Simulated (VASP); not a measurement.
Set up this calculation in VASP 6.6.1, as the native input.

```
Task                   : single point
Functional             : PBE
Dispersion             : D3(BJ)
Potentials or basis    : VASP PAW PBE potentials, release 64 (Sn_d, O_h)
Cutoff                 : 910 eV
k mesh                 : 6 × 6 × 4
Occupations            : gaussian, width 0.1 eV
Spin                   : no spin polarisation
Dipole correction      : no
Further INCAR settings : ALGO = Normal; EDIFF = 1e-06; NBANDS = 28
```

The structure of SnO lies in POSCAR:

```
SnO
1.0
    3.7986000000      0.0000000000      0.0000000000
    0.0000000000      3.7986000000      0.0000000000
    0.0000000000      0.0000000000      4.8408000000
Sn O
2 2
Direct
    0.5000000000      0.0000000000      0.2369000000
    0.0000000000      0.5000000000      0.7631000000
    0.0000000000      0.0000000000      0.0000000000
    0.5000000000      0.5000000000      0.0000000000
```

These files were run (other wordings do the same):

INCAR

```
ALGO = Normal ; EDIFF = 1E-6
ENCUT = 910 ; GGA = PE
GGA_COMPAT = False ; ISIF = 2
ISMEAR = 0 ; IVDW = 12
LASPH = True ; LCHARG = False
LREAL = False ; LWAVE = False
NBANDS = 28 ; NELM = 120
PREC = Accurate ; SIGMA = 0.1
```

KPOINTS

```
k-points
0
Gamma
  6 6 4
```

Potentials or basis: VASP PAW PBE potentials, release 64 (Sn_d, O_h).

The run is started by

```sh
$ cat potpaw_PBE.64/Sn_d/POTCAR potpaw_PBE.64/O_h/POTCAR > POTCAR
$ mpirun -np 1 vasp_std > vasp.out
```

Results of the run:

- Pressure: 2.7 GPa
- Largest force: 0.611 eV/Å
- Band gap on the k mesh: 0.07 eV (least direct gap 1.98 eV)
- Dispersion energy per atom: -0.235 eV

Caveat: the cutoff is under 1.25 times the usual one of these potentials, so pressure, stress and relaxed cells hold a basis-set (Pulay) error; spin-orbit coupling is left out, which moves the levels of the heavy elements.

Run time: 89 s on 1 thread of Intel(R) Xeon(R) Platinum 8488C (Sapphire Rapids), on a shared host, peak memory 0.33 GiB.
